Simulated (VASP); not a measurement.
# Na in VASP: settings compared

The runs below take Na through single point, with PBEsol, RPBE.

All numbers are computed with VASP 6.6.1; they aren't measurements. Logs are shortened: lines on timing, memory, paths and dates and some standing lists are left out, and cuts for length are marked.

### Step 1. The cell of the first run

It takes space group Im-3m (No. 229, cubic). Conventional cell: a = 4.277 Å, b = 4.277 Å, c = 4.277 Å, α = 90.00°, β = 90.00°, γ = 90.00°. Na (site symmetry m-3m) has 14 Na at 3.70 to 4.28 Å within 4.9 Å.

### Step 2. Single point, PBEsol (volume scaled by 1.05)

INCAR

```
PREC = Accurate
ENCUT = 500
EDIFF = 1E-6
ISMEAR = -1
SIGMA = 0.05
LREAL = F
LASPH = T
NELM = 120
ALGO = Normal
ISIF = 2
LWAVE = F
LCHARG = F
GGA = PS
NBANDS = 10
GGA_COMPAT = F
```

KPOINTS

```
Automatic mesh
0
Gamma
  12 12 12
```

POSCAR

```
Na
1.0
   -2.1385251728      2.1385251728      2.1385251728
    2.1385251728     -2.1385251728      2.1385251728
    2.1385251728      2.1385251728     -2.1385251728
Na
1
Direct
    0.0000000000      0.0000000000      0.0000000000
```

Potentials or basis: VASP PAW PBE potentials, release 64 (Na_pv).

Started as:

```sh
cat potpaw_PBE.64/Na_pv/POTCAR > POTCAR
mpirun -np 1 vasp_std > vasp.out
```

OUTCAR:

```text
PREC = Accurate
   ENCUT = 500
   EDIFF = 1E-6
   ISMEAR = -1
   LREAL = F
   LASPH = T
   NELM = 120
   ISIF = 2
   GGA = PS

 ion  position               nearest neighbor table
   1  0.000  0.000  0.000-

  LATTYP: Found a body centered cubic cell.
 ALAT       =     4.2770503456

  Lattice vectors:

 A1 = (  -2.1385251728,   2.1385251728,   2.1385251728)
 A2 = (   2.1385251728,  -2.1385251728,   2.1385251728)
 A3 = (   2.1385251728,   2.1385251728,  -2.1385251728)

Analysis of symmetry for initial positions (statically):
=====================================================================
 Subroutine PRICEL returns:
 Original cell was already a primitive cell.

 Routine SETGRP: Setting up the symmetry group for a
 body centered cubic supercell.

 Subroutine GETGRP returns: Found 48 space group operations
 (whereof 48 operations were pure point group operations)
 out of a pool of 48 trial point group operations.

The static configuration has the point symmetry O_h .

Analysis of symmetry for dynamics (positions and initial velocities):
=====================================================================
 Subroutine PRICEL returns:
 Original cell was already a primitive cell.

 Routine SETGRP: Setting up the symmetry group for a
 body centered cubic supercell.

 Subroutine GETGRP returns: Found 48 space group operations
 (whereof 48 operations were pure point group operations)
 out of a pool of 48 trial point group operations.

The dynamic configuration has the point symmetry O_h .

 Subroutine INISYM returns: Found 48 space group operations
 (whereof 48 operations are pure point group operations),
 and found     1 'primitive' translations

----------------------------------------------------------------------------------------

                                     Primitive cell

  volume of cell :      39.1204

  direct lattice vectors                    reciprocal lattice vectors
    -2.138525173  2.138525173  2.138525173     0.000000000  0.233805992  0.233805992
     2.138525173 -2.138525173  2.138525173     0.233805992  0.000000000  0.233805992
     2.138525173  2.138525173 -2.138525173     0.233805992  0.233805992  0.000000000

  length of vectors
     3.704034253  3.704034253  3.704034253     0.330651605  0.330651605  0.330651605

  position of ions in fractional coordinates (direct lattice)
     0.000000000  0.000000000  0.000000000

  ion indices of the primitive-cell ions
   primitive index   ion index
                 1           1

----------------------------------------------------------------------------------------

 KPOINTS: Automatic mesh

Automatic generation of k-mesh.
 Grid dimensions read from file:
 generate k-points for:   12   12   12

 Generating k-lattice:

  Cartesian coordinates                     Fractional coordinates (reciprocal lattice)
     0.000000000  0.019483833  0.019483833     0.083333333  0.000000000  0.000000000
     0.019483833  0.000000000  0.019483833     0.000000000  0.083333333  0.000000000
     0.019483833  0.019483833  0.000000000     0.000000000  0.000000000  0.083333333

  Length of vectors
     0.027554300  0.027554300  0.027554300

  Shift w.r.t. Gamma in fractional coordinates (k-lattice)
     0.000000000  0.000000000  0.000000000

 Subroutine IBZKPT returns following result:
 ===========================================

 Found     72 irreducible k-points:

 Following reciprocal coordinates:
            Coordinates               Weight
  0.000000  0.000000  0.000000      1.000000
  0.083333  0.000000  0.000000     12.000000
  0.166667  0.000000  0.000000     12.000000
  0.250000  0.000000  0.000000     12.000000
  0.333333  0.000000  0.000000     12.000000
  0.416667  0.000000  0.000000     12.000000
[... 16 lines left out ...]
  0.333333  0.083333  0.083333     24.000000
  0.416667  0.083333  0.083333     12.000000
 [... further k-points ...]
   k-points           NKPTS =     72   k-points in BZ     NKDIM =     72   number of bands    NBANDS=     10
   number of dos      NEDOS =    301   number of ions     NIONS =      1
   total plane-waves  NPLWV =  21952
   dimension x,y,z NGX =    28 NGY =   28 NGZ =   28
   dimension x,y,z NGXF=    56 NGYF=   56 NGZF=   56
   ions per type =               1
   NGX,Y,Z   is equivalent  to a cutoff of  12.57, 12.57, 12.57 a.u.
   NGXF,Y,Z  is equivalent  to a cutoff of  25.13, 25.13, 25.13 a.u.
 SYSTEM =  unknown system
   PREC   = accura    normal or accurate (medium, high low for compatibility)
   ISTART =      0    job   : 0-new  1-cont  2-samecut
   ICHARG =      2    charge: 1-file 2-atom 10-const
   ISPIN  =      1    spin polarized calculation?
   LNONCOLLINEAR =      F non collinear calculations
   LSORBIT =      F    spin-orbit coupling
   LASPH  =      T    aspherical Exc in radial PAW
   ENCUT  =  500.0 eV  36.75 Ry    6.06 a.u.   6.75  6.75  6.75*2*pi/ulx,y,z
   NELM   =    120;   NELMIN=  2; NELMDL= -5     # of ELM steps
   EDIFF  = 0.1E-05   stopping-criterion for ELM
   LREAL  =      F    real-space projection
   EDIFFG = 0.1E-04   stopping-criterion for IOM
   NSW    =      0    number of steps for IOM
   IBRION =     -1    ionic relax: 0-MD 1-quasi-New 2-CG
   NFREE  =      0    steps in history (QN), initial steepest desc. (CG)
   ISIF   =      2    stress and relaxation
   ISYM   =      2    0-nonsym 1-usesym 2-fastsym
   POTIM  = 0.5000    time-step for ionic-motion
   TEBEG  =    0.0;   TEEND  =   0.0 temperature during run
   PSTRESS=    0.0 pullay stress
   NELECT =       7.0000    total number of electrons
   NUPDOWN=      -1.0000    fix difference up-down
   EMIN   =  10.00;   EMAX   =-10.00  energy-range for DOS
   EFERMI =   0.00;   METHOD = LEGACY
   ISMEAR =    -1;   SIGMA  =   0.05  broadening in eV -4-tet -1-fermi 0-gaus
   EFERMI_NEDOS =   21; number of points for ismear=-14 and -15
   IALGO  =     38    algorithm
   IMIX   =      4    mixing-type and parameters
     AMIX     =   0.40;   BMIX     =  1.00
     AMIX_MAG =   1.60;   BMIX_MAG =  1.00
  volume/ion in A,a.u.               =      39.12       264.00
  Fermi-wavevector in a.u.,A,eV,Ry     =   0.922514  1.743299 11.579004  0.851033
  Thomas-Fermi vector in A             =   2.048050
   LORBIT       =      0    0 simple, 1 ext, 2 COOP (PROOUT), +10 PAW based schemes
   GGA     = PS    functional components
   LHFCALC =     F    Hartree Fock is set to
   AEXX    =    0.0000 exact exchange contribution
   IVDW    =     0    specifies the selected vdW correction
   LEPSILON=     F    determine dielectric tensor
   LRPA    =     F    only Hartree local field effects (RPA)
 non-spin polarized calculation
  energy-cutoff  :      500.00
  volume of cell :       39.12
 maximum number of plane-waves:      1006
   NGX = 13   NGY = 13   NGZ = 13

 number of electron       7.0000012 magnetization

 Free energy of the ion-electron system (eV)
  ---------------------------------------------------
  ext. energy  EPLUGINS =         0.00000000
  ---------------------------------------------------
  free energy    TOTEN  =        -1.39487280 eV

  energy without entropy =       -1.38940776  energy(sigma->0) =       -1.39214028

 E-fermi :   0.1220     XC(G=0):  -6.3612

 val. band max:        0.0862721940   @ k =  -0.3333   0.4167   0.1667
 cond. band min:       0.1945533490   @ k =   0.3333   0.1667  -0.0000
 fundamental gap:      0.1082811550
 Fermi energy:         0.1219943878

 k-point     1 :       0.0000    0.0000    0.0000
  band No.  band energies     occupation
      1     -24.6725      2.00000
      2     -24.6725      2.00000
      3     -24.6725      2.00000
      4      -3.0078      2.00000
      5      11.5447      0.00000
      6      11.5448      0.00000
      7      11.5448      0.00000
      8      12.5183      0.00000
      9      12.5183      0.00000
     10      13.0381      0.00000

 k-point     2 :       0.0833    0.0000    0.0000
  band No.  band energies     occupation
      1     -24.6745      2.00000
      2     -24.6732      2.00000
      3     -24.6725      2.00000
      4      -2.8899      2.00000
      5      10.0747      0.00000
      6      10.8462      0.00000
      7      11.0745      0.00000
      8      11.6466      0.00000
      9      11.9579      0.00000
     10      13.2720      0.00000

 k-point     3 :       0.1667    0.0000    0.0000
  band No.  band energies     occupation
      1     -24.6800      2.00000
      2     -24.6751      2.00000
      3     -24.6725      2.00000
      4      -2.5380      2.00000
      5       7.9628      0.00000
      6       9.9092      0.00000
      7      10.3563      0.00000
      8      10.7367      0.00000
      9      11.5496      0.00000
     10      13.4761      0.00000

 k-point     4 :       0.2500    0.0000    0.0000
  band No.  band energies     occupation
      1     -24.6874      2.00000
      2     -24.6776      2.00000
      3     -24.6725      2.00000
      4      -1.9566      2.00000
      5       5.9808      0.00000
      6       9.1418      0.00000
      7       9.7498      0.00000
      8      10.0235      0.00000
      9      11.0294      0.00000
     10      14.0038      0.00000
[... 222 lines left out ...]
 k-point    22 :       0.2500    0.0833    0.0833
  band No.  band energies     occupation
      1     -24.6951      2.00000
      2     -24.6800      2.00000
      3     -24.6742      2.00000
      4      -0.9255      2.00000
      5       4.3614      0.00000
      6       6.6277      0.00000
      7       7.6180      0.00000
      8      11.9072      0.00000
      9      12.5254      0.00000
     10      14.8100      0.00000

 k-point    23 :       0.3333    0.0833    0.0833
  band No.  band energies     occupation
      1     -24.6988      2.00000
      2     -24.6827      2.00000
      3     -24.6743      2.00000
      4       0.0835      1.36672
      5       2.7667      0.00000
      6       6.3041      0.00000
      7       7.2931      0.00000
      8      11.5982      0.00000
      9      12.3065      0.00000
     10      15.5431      0.00000

 k-point    24 :       0.4167    0.0833    0.0833
  band No.  band energies     occupation
      1     -24.7001      2.00000
      2     -24.6837      2.00000
      3     -24.6743      2.00000
      4       1.1028      0.00000
      5       1.5511      0.00000
      6       6.1962      0.00000
      7       7.1849      0.00000
      8      11.4943      0.00000
      9      12.2263      0.00000
     10      16.0337      0.00000

 [... further k-points ...]
[... 5 lines left out ...]
  --------------------------------------------------------------------------------------
  -------------------------------------------------------------------------------------
  Total       -0.1317157     -0.1317157     -0.1317157      0.0000000      0.0000000     -0.0000000
  in kB       -5.3944250     -5.3944250     -5.3944250      0.0000000      0.0000000     -0.0000000
  external PRESSURE =      -5.3944250 kB  Pullay stress =       0.0000000 kB

 VOLUME and BASIS-vectors are now :
 -----------------------------------------------------------------------------
  energy-cutoff  :      500.00
  volume of cell :       39.12
      direct lattice vectors                 reciprocal lattice vectors
    -2.138525173  2.138525173  2.138525173     0.000000000  0.233805992  0.233805992
     2.138525173 -2.138525173  2.138525173     0.233805992  0.000000000  0.233805992
     2.138525173  2.138525173 -2.138525173     0.233805992  0.233805992  0.000000000

 POSITION                                       TOTAL-FORCE (eV/Angst)
 -----------------------------------------------------------------------------------
      0.00000      0.00000      0.00000         0.000000      0.000000      0.000000
 -----------------------------------------------------------------------------------
    total drift:                                0.000000     -0.000000      0.000000

  FREE ENERGIE OF THE ION-ELECTRON SYSTEM (eV)
  ---------------------------------------------------
  free  energy   TOTEN  =        -1.3948727999 eV

  energy  without entropy=       -1.3894077599  energy(sigma->0) =       -1.39214028
```

It took 19 s on 1 thread of AMD EPYC 7R43 (Zen 3), shared host; peak memory 0.12 GiB.

Results:

| Item | Value |
| --- | --- |
| Free energy | -1.3949 eV |
| Pressure | -0.5 GPa |

Levels at points of the mesh, in eV from the Fermi level:
```tsv
k point	band 1	band 2	band 3	band 4	band 5	band 6	band 7
(0.00, 0.00, 0.00)	-24.79	-24.79	-24.79	-3.13	11.42	11.42	11.42
(0.50, 0.00, 0.00)	-24.82	-24.80	-24.79	0.77	1.20	8.02	8.83
(0.50, 0.50, 0.50)	-24.82	-24.82	-24.82	4.46	4.46	4.74	4.74
```

Caveat: the cell differs from its parent crystal (volume scaled by 1.05); the PAW data sets were made with another functional, which shifts forces and pressure a little.

### Step 3. Single point, PBEsol

This run uses another cell than the first one, of 37.26 Å³/atom, 0.952 times its volume.

INCAR

```
SYSTEM = Na
PREC = Accurate
ENCUT = 520
EDIFF = 1E-6
ISMEAR = -1
SIGMA = 0.05
LREAL = .FALSE.
LASPH = .TRUE.
NELM = 100
ALGO = Normal
ISIF = 2
LWAVE = .FALSE.
LCHARG = .FALSE.
GGA = PS
NBANDS = 10
```

KPOINTS

```
Automatic mesh
0
G
  12 12 12
  0 0 0
```

POSCAR

```
Na
1.0
   -2.1040267987      2.1040267987      2.1040267987
    2.1040267987     -2.1040267987      2.1040267987
    2.1040267987      2.1040267987     -2.1040267987
Na
1
Direct
    0.0000000000      0.0000000000      0.0000000000
```

Potentials or basis: VASP PAW PBE potentials, release 64 (Na_pv).

Started as:

```sh
cat potpaw_PBE.64/Na_pv/POTCAR > POTCAR
mpirun -np 1 vasp_std > vasp.out
```

Run time: 28 s. Hardware: 1 thread of Intel Xeon 8259CL, shared host; peak memory 0.16 GiB.

The run converged. Its results:

| Quantity | Value |
| --- | --- |
| Free energy | -1.3990 eV |
| Pressure | -0.2 GPa |

Levels at points of the mesh, in eV from the Fermi level:
| k point | band 1 | band 2 | band 3 | band 4 | band 5 | band 6 | band 7 |
| --- | --- | --- | --- | --- | --- | --- | --- |
| (0.00, 0.00, 0.00) | -24.75 | -24.75 | -24.75 | -3.23 | 11.74 | 11.74 | 11.74 |
| (0.50, 0.00, 0.00) | -24.79 | -24.76 | -24.75 | 0.78 | 1.26 | 8.22 | 9.16 |
| (0.50, 0.50, 0.50) | -24.78 | -24.78 | -24.78 | 4.54 | 4.54 | 4.91 | 4.91 |

Caveat: the PAW data sets were made with another functional, which shifts forces and pressure a little.

### Step 4. Single point, RPBE

This run uses another cell than the first one, of 37.26 Å³/atom, 0.952 times its volume.

INCAR

```
  PREC = Accurate
  ENCUT = 520
  EDIFF = 1E-6
  ISMEAR = -1
  SIGMA = 0.05
  LREAL = False
  LASPH = True
  NELM = 60
  ALGO = Normal
  ISIF = 2
  LWAVE = False
  LCHARG = False
  GGA = RP
  NBANDS = 10
```

KPOINTS

```
Automatic mesh
0
Gamma
  12 12 12
```

POSCAR is that of step 3.

Started as:

```sh
cat potpaw_PBE.64/Na_pv/POTCAR > POTCAR
mpirun -np 1 vasp_std > vasp.out
```

Run time: 30 s. Hardware: 1 thread of Intel Xeon 8259CL, shared host; peak memory 0.16 GiB.

The run converged. Its results:

* Free energy: -1.1925 eV
* Pressure: 0.5 GPa

Levels at points of the mesh, in eV from the Fermi level:
```tsv
k point	band 1	band 2	band 3	band 4	band 5	band 6	band 7
(0.00, 0.00, 0.00)	-24.87	-24.87	-24.87	-3.23	11.77	11.77	11.77
(0.50, 0.00, 0.00)	-24.90	-24.88	-24.87	0.77	1.27	8.21	9.24
(0.50, 0.50, 0.50)	-24.89	-24.89	-24.89	4.49	4.49	4.94	4.94
```

Caveat: the PAW data sets were made with another functional, which shifts forces and pressure a little.

[end of part 1 of 2]
